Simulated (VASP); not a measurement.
Write the native input for VASP 6.6.1 that does the following.

```yaml
Task: single point
Functional: PBE
Potentials_or_basis: VASP PAW PBE potentials, release 64 (Fe_sv, O_h)
Cutoff: 1340 eV
k_mesh: 11 × 11 × 11
Occupations: fermi-dirac, width 0.05 eV
Spin: collinear spin, ferromagnetic start
Starting_moments: "[4.5, 0.0] μB"
Dipole_correction: no
Further_INCAR_settings: ALGO = Normal; EDIFF = 1e-06; NBANDS = 22
```

The structure of FeO lies in POSCAR:

```
FeO
1.0
    0.0000000000      2.1554000000      2.1554000000
    2.1554000000      0.0000000000      2.1554000000
    2.1554000000      2.1554000000      0.0000000000
Fe O
1 1
Direct
    0.0000000000      0.0000000000      0.0000000000
    0.5000000000      0.5000000000      0.5000000000
```

The input as run:

INCAR

```
ALGO = Normal ; EDIFF = 1E-6
ENCUT = 1340 ; GGA = PE
GGA_COMPAT = False ; ISIF = 2
ISMEAR = -1 ; ISPIN = 2
LASPH = True ; LCHARG = True
LELF = True ; LMAXMIX = 4
LORBIT = 11 ; LREAL = False
LVHAR = True ; LWAVE = False
MAGMOM = 4.5 0 ; NBANDS = 22
NELM = 200 ; PREC = Accurate
SIGMA = 0.05
```

KPOINTS

```
k-points
0
Gamma
  11 11 11
```

Potentials or basis: VASP PAW PBE potentials, release 64 (Fe_sv, O_h).

Launch:

```bash
$ cat potpaw_PBE.64/Fe_sv/POTCAR potpaw_PBE.64/O_h/POTCAR > POTCAR
$ mpirun -np 1 vasp_std > vasp.out
```

It gave:

```
Pressure                                              : -1.0 GPa
Band gap on the k mesh                                : zero (filled and empty bands overlap)
Net moment                                            : 4.00 μB per cell
Site moments                                          : Fe +3.48; O +0.23 μB
Valence electrons inside the program's atomic spheres : Fe 13.62; O 3.35
```

Caveat: a cell with one magnetic atom can't hold antiferromagnetic order, which such compounds often take; semilocal functionals often make such compounds metallic where correlation or magnetic order opens a gap, which also shifts bond lengths.

Wall time 3.6 min on 1 thread of AMD EPYC 7R43 64-Core Processor (Zen 3), on a shared host, peak memory 0.3 GiB.
